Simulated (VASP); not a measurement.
# ZnS in VASP: single point with PBE

Aim: the single point of ZnS with PBE.

Everything below comes from runs of VASP 6.6.1. Logs are shortened: lines on timing, memory, paths and dates and some standing lists are left out, and cuts for length are marked.

### Step 1. The cell of the first run

The typed cell holds 4 atoms: a = 3.845 Å, b = 3.845 Å, c = 6.305 Å, α = 90.00°, β = 90.00°, γ = 120.00°.

### Step 2. Single point, PBE (atom 3 moved 0.06 Å, then relaxed in part)

INCAR reads:

```
PREC = Accurate ; ENCUT = 520
EDIFF = 1E-7 ; ISMEAR = 0
SIGMA = 0.05 ; LREAL = False
LASPH = True ; NELM = 80
ALGO = Normal ; ISIF = 2
LWAVE = False ; LCHARG = False
GGA = PE ; NBANDS = 26
```

KPOINTS reads:

```
regular mesh
0
Gamma
  6 6 4
```

POSCAR reads:

```
ZnS
1.0
    3.8454929892      0.0000000000      0.0000000000
   -1.9227464946      3.3302946188      0.0000000000
    0.0000000000      0.0000000000      6.3053333033
Zn S
2 2
Direct
    0.3335426520      0.6668674854      0.0052571677
    0.6664651079      0.3331389385      0.5053336680
    0.3331652071      0.6665055683      0.3797075451
    0.6668270331      0.3334880077      0.8797016193
```

Potentials or basis: VASP PAW PBE potentials, release 64 (Zn, S).

On the command line:

```sh
> cat potpaw_PBE.64/Zn/POTCAR potpaw_PBE.64/S/POTCAR > POTCAR
> mpirun -np 1 vasp_std > vasp.out
```

OUTCAR:

```text
PREC = Accurate
   ENCUT = 520
   EDIFF = 1E-7
   ISMEAR = 0
   LREAL = False
   LASPH = True
   NELM = 80
   ISIF = 2
   GGA = PE

 ion  position               nearest neighbor table
   1  0.334  0.667  0.005-   4 2.36   4 2.36   4 2.36   3 2.36
   2  0.666  0.333  0.505-   3 2.36   3 2.36   3 2.36   4 2.36
   3  0.333  0.667  0.380-   2 2.36   2 2.36   2 2.36   1 2.36
   4  0.667  0.333  0.880-   1 2.36   1 2.36   1 2.36   2 2.36

  LATTYP: Found a hexagonal cell.
 ALAT       =     3.8454929892
 C/A-ratio  =     1.6396683913

  Lattice vectors:

 A1 = (   3.8454929892,   0.0000000000,   0.0000000000)
 A2 = (  -1.9227464946,   3.3302946188,   0.0000000000)
 A3 = (   0.0000000000,   0.0000000000,   6.3053333033)

Analysis of symmetry for initial positions (statically):
=====================================================================
 Subroutine PRICEL returns:
 Original cell was already a primitive cell.

 Routine SETGRP: Setting up the symmetry group for a
 hexagonal supercell.

 Subroutine GETGRP returns: Found  1 space group operations
 (whereof  1 operations were pure point group operations)
 out of a pool of 24 trial point group operations.

The static configuration has the point symmetry C_1 .

Analysis of symmetry for dynamics (positions and initial velocities):
=====================================================================
 Subroutine PRICEL returns:
 Original cell was already a primitive cell.

 Routine SETGRP: Setting up the symmetry group for a
 hexagonal supercell.

 Subroutine GETGRP returns: Found  1 space group operations
 (whereof  1 operations were pure point group operations)
 out of a pool of 24 trial point group operations.

The dynamic configuration has the point symmetry C_1 .

 Subroutine INISYM returns: Found  1 space group operations
 (whereof  1 operations are pure point group operations),
 and found     1 'primitive' translations

----------------------------------------------------------------------------------------

                                     Primitive cell

  volume of cell :      80.7500

  direct lattice vectors                    reciprocal lattice vectors
     3.845492989  0.000000000  0.000000000     0.260044682  0.150136867  0.000000000
    -1.922746495  3.330294619  0.000000000     0.000000000  0.300273734  0.000000000
     0.000000000  0.000000000  6.305333303     0.000000000  0.000000000  0.158595898

  length of vectors
     3.845492989  3.845492989  6.305333303     0.300273734  0.300273734  0.158595898

  position of ions in fractional coordinates (direct lattice)
     0.333542652  0.666867485  0.005257168
     0.666465108  0.333138938  0.505333668
     0.333165207  0.666505568  0.379707545
     0.666827033  0.333488008  0.879701619

  ion indices of the primitive-cell ions
   primitive index   ion index
                 1           1
                 2           2
                 3           3
                 4           4

----------------------------------------------------------------------------------------

 KPOINTS: regular mesh

Automatic generation of k-mesh.
 Grid dimensions read from file:
 generate k-points for:    6    6    4

 Generating k-lattice:

  Cartesian coordinates                     Fractional coordinates (reciprocal lattice)
     0.043340780  0.025022811  0.000000000     0.166666667  0.000000000  0.000000000
     0.000000000  0.050045622  0.000000000     0.000000000  0.166666667  0.000000000
     0.000000000  0.000000000  0.039648975     0.000000000  0.000000000  0.250000000

  Length of vectors
     0.050045622  0.050045622  0.039648975

  Shift w.r.t. Gamma in fractional coordinates (k-lattice)
     0.000000000  0.000000000  0.000000000

 Subroutine IBZKPT returns following result:
 ===========================================

 Found     76 irreducible k-points:

 Following reciprocal coordinates:
            Coordinates               Weight
  0.000000  0.000000  0.000000      1.000000
  0.166667 -0.000000  0.000000      2.000000
  0.000000  0.166667  0.000000      2.000000
 -0.166667  0.166667  0.000000      2.000000
  0.333333 -0.000000  0.000000      2.000000
  0.000000  0.333333  0.000000      2.000000
[... 16 lines left out ...]
  0.000000  0.166667  0.250000      2.000000
 -0.166667  0.166667  0.250000      2.000000
 [... further k-points ...]
   k-points           NKPTS =     76   k-points in BZ     NKDIM =     76   number of bands    NBANDS=     26
   number of dos      NEDOS =    301   number of ions     NIONS =      4
   total plane-waves  NPLWV =  43200
   dimension x,y,z NGX =    30 NGY =   30 NGZ =   48
   dimension x,y,z NGXF=    60 NGYF=   60 NGZF=   96
   ions per type =               2   2
   NGX,Y,Z   is equivalent  to a cutoff of  12.97, 12.97, 12.66 a.u.
   NGXF,Y,Z  is equivalent  to a cutoff of  25.94, 25.94, 25.31 a.u.
 SYSTEM =  unknown system
   PREC   = accura    normal or accurate (medium, high low for compatibility)
   ISTART =      0    job   : 0-new  1-cont  2-samecut
   ICHARG =      2    charge: 1-file 2-atom 10-const
   ISPIN  =      1    spin polarized calculation?
   LNONCOLLINEAR =      F non collinear calculations
   LSORBIT =      F    spin-orbit coupling
   LASPH  =      T    aspherical Exc in radial PAW
   ENCUT  =  520.0 eV  38.22 Ry    6.18 a.u.   7.15  7.15 11.72*2*pi/ulx,y,z
   NELM   =     80;   NELMIN=  2; NELMDL= -5     # of ELM steps
   EDIFF  = 0.1E-06   stopping-criterion for ELM
   LREAL  =      F    real-space projection
   EDIFFG = 0.1E-05   stopping-criterion for IOM
   NSW    =      0    number of steps for IOM
   IBRION =     -1    ionic relax: 0-MD 1-quasi-New 2-CG
   NFREE  =      0    steps in history (QN), initial steepest desc. (CG)
   ISIF   =      2    stress and relaxation
   ISYM   =      2    0-nonsym 1-usesym 2-fastsym
   POTIM  = 0.5000    time-step for ionic-motion
   TEBEG  =    0.0;   TEEND  =   0.0 temperature during run
   PSTRESS=    0.0 pullay stress
   NELECT =      36.0000    total number of electrons
   NUPDOWN=      -1.0000    fix difference up-down
   EMIN   =  10.00;   EMAX   =-10.00  energy-range for DOS
   EFERMI =   0.00;   METHOD = LEGACY
   ISMEAR =     0;   SIGMA  =   0.05  broadening in eV -4-tet -1-fermi 0-gaus
   EFERMI_NEDOS =   21; number of points for ismear=-14 and -15
   IALGO  =     38    algorithm
   IMIX   =      4    mixing-type and parameters
     AMIX     =   0.40;   BMIX     =  1.00
     AMIX_MAG =   1.60;   BMIX_MAG =  1.00
  volume/ion in A,a.u.               =      20.19       136.23
  Fermi-wavevector in a.u.,A,eV,Ry     =   1.250628  2.363344 21.280464  1.564070
  Thomas-Fermi vector in A             =   2.384613
   LORBIT       =      0    0 simple, 1 ext, 2 COOP (PROOUT), +10 PAW based schemes
   GGA     = PE    functional components
   LHFCALC =     F    Hartree Fock is set to
   AEXX    =    0.0000 exact exchange contribution
   IVDW    =     0    specifies the selected vdW correction
   LEPSILON=     F    determine dielectric tensor
   LRPA    =     F    only Hartree local field effects (RPA)
 non-spin polarized calculation
 Gauss-broadening in eV      SIGMA  =   0.05
  energy-cutoff  :      520.00
  volume of cell :       80.75
 maximum number of plane-waves:      2208
 NGX is ok and might be reduce to    30
   NGX = 15   NGY = 15   NGZ = 23

 number of electron      36.0000011 magnetization

 Free energy of the ion-electron system (eV)
  ---------------------------------------------------
  ext. energy  EPLUGINS =         0.00000000
  ---------------------------------------------------
  free energy    TOTEN  =       -13.69075671 eV

  energy without entropy =      -13.69075671  energy(sigma->0) =      -13.69075671

 E-fermi :   2.1859     XC(G=0):  -9.5152

 val. band max:        1.9143433950   @ k =   0.0000   0.0000   0.0000
 cond. band min:       3.9946314411   @ k =   0.0000   0.0000   0.0000
 fundamental gap:      2.0802880461
 Fermi energy:         2.1859421205

 k-point     1 :       0.0000    0.0000    0.0000
  band No.  band energies     occupation
      1     -11.0929      2.00000
      2     -10.2035      2.00000
      3      -4.3432      2.00000
      4      -4.3304      2.00000
      5      -4.3300      2.00000
      6      -4.2519      2.00000
[... 18 lines left out ...]
     25       9.5927      0.00000
     26      11.0422      0.00000

 k-point     2 :       0.1667   -0.0000    0.0000
  band No.  band energies     occupation
      1     -10.9185      2.00000
      2     -10.1096      2.00000
      3      -4.3397      2.00000
      4      -4.3076      2.00000
      5      -4.2980      2.00000
      6      -4.2278      2.00000
[... 18 lines left out ...]
     25      10.1727      0.00000
     26      10.3727      0.00000

 k-point     3 :       0.0000    0.1667    0.0000
  band No.  band energies     occupation
      1     -10.9185      2.00000
      2     -10.1096      2.00000
      3      -4.3400      2.00000
      4      -4.3077      2.00000
      5      -4.2976      2.00000
      6      -4.2276      2.00000
[... 18 lines left out ...]
     25      10.1698      0.00000
     26      10.3734      0.00000

 k-point     4 :      -0.1667    0.1667    0.0000
  band No.  band energies     occupation
      1     -10.9185      2.00000
      2     -10.1096      2.00000
      3      -4.3399      2.00000
      4      -4.3076      2.00000
      5      -4.2978      2.00000
      6      -4.2277      2.00000
[... 18 lines left out ...]
     25      10.1712      0.00000
     26      10.3731      0.00000

 k-point     5 :       0.3333   -0.0000    0.0000
  band No.  band energies     occupation
      1     -10.5014      2.00000
      2      -9.9425      2.00000
      3      -4.3238      2.00000
      4      -4.2477      2.00000
      5      -4.2456      2.00000
      6      -4.1070      2.00000
[... 18 lines left out ...]
     25      10.5199      0.00000
     26      11.5053      0.00000

 k-point     6 :       0.0000    0.3333    0.0000
  band No.  band energies     occupation
      1     -10.5015      2.00000
      2      -9.9423      2.00000
      3      -4.3238      2.00000
      4      -4.2474      2.00000
      5      -4.2459      2.00000
      6      -4.1067      2.00000
[... 427 lines left out ...]
 k-point    21 :       0.0000    0.0000    0.2500
  band No.  band energies     occupation
      1     -10.9796      2.00000
      2     -10.3541      2.00000
      3      -4.3470      2.00000
      4      -4.3224      2.00000
      5      -4.3221      2.00000
      6      -4.2670      2.00000
[... 18 lines left out ...]
     25       9.2549      0.00000
     26      10.1777      0.00000

 k-point    22 :       0.1667   -0.0000    0.2500
  band No.  band energies     occupation
      1     -10.8132      2.00000
      2     -10.2433      2.00000
      3      -4.3503      2.00000
      4      -4.2991      2.00000
      5      -4.2870      2.00000
      6      -4.2457      2.00000
[... 18 lines left out ...]
     25      10.0067      0.00000
     26      10.2298      0.00000

 k-point    23 :       0.0000    0.1667    0.2500
  band No.  band energies     occupation
      1     -10.8132      2.00000
      2     -10.2433      2.00000
      3      -4.3507      2.00000
      4      -4.2987      2.00000
      5      -4.2867      2.00000
      6      -4.2458      2.00000
[... 18 lines left out ...]
     25      10.0075      0.00000
     26      10.2297      0.00000

 k-point    24 :      -0.1667    0.1667    0.2500
  band No.  band energies     occupation
      1     -10.8132      2.00000
      2     -10.2433      2.00000
      3      -4.3504      2.00000
      4      -4.2991      2.00000
      5      -4.2868      2.00000
      6      -4.2456      2.00000
[... 18 lines left out ...]
     25      10.0070      0.00000
     26      10.2295      0.00000

 [... further k-points ...]
[... 5 lines left out ...]
  --------------------------------------------------------------------------------------
  -------------------------------------------------------------------------------------
  Total        0.0785806      0.0774562      0.0795775      0.0003323     -0.0001341     -0.0001098
  in kB        1.5591339      1.5368240      1.5789137      0.0065929     -0.0026602     -0.0021781
  external PRESSURE =       1.5582906 kB  Pullay stress =       0.0000000 kB

 VOLUME and BASIS-vectors are now :
 -----------------------------------------------------------------------------
  energy-cutoff  :      520.00
  volume of cell :       80.75
      direct lattice vectors                 reciprocal lattice vectors
     3.845492989  0.000000000  0.000000000     0.260044682  0.150136867  0.000000000
    -1.922746495  3.330294619  0.000000000     0.000000000  0.300273734  0.000000000
     0.000000000  0.000000000  6.305333303     0.000000000  0.000000000  0.158595898

 POSITION                                       TOTAL-FORCE (eV/Angst)
 -----------------------------------------------------------------------------------
      0.00042      2.22087      0.03315        -0.000616     -0.000940     -0.000537
      1.92235      1.10945      3.18630         0.000424      0.000703     -0.004882
     -0.00034      2.21966      2.39418         0.000251      0.000377      0.002029
      1.92307      1.11061      5.54681        -0.000058     -0.000140      0.003390
 -----------------------------------------------------------------------------------
    total drift:                               -0.000001     -0.000001     -0.000115

  FREE ENERGIE OF THE ION-ELECTRON SYSTEM (eV)
  ---------------------------------------------------
  free  energy   TOTEN  =       -13.6907567052 eV

  energy  without entropy=      -13.6907567052  energy(sigma->0) =      -13.69075671
```

It took 3.1 min on 1 thread of Intel Xeon Platinum 8259CL at 2.50GHz (Skylake/Cascade Lake), shared host; peak memory 0.28 GiB.

What came out:

| Property | Result |
| --- | --- |
| Free energy | -13.6908 eV |
| Pressure | 0.2 GPa |
| Largest force | 0.005 eV/Å |
| Band gap on the k mesh | 2.08 eV, direct |

Forces on the atoms (eV/Å):
```
Zn  -0.001 -0.001 -0.001
Zn   0.000  0.001 -0.005
S    0.000  0.000  0.002
S    0.000  0.000  0.003
```

Caveat: the cell differs from its parent crystal (atom 3 moved 0.06 Å, then relaxed in part).
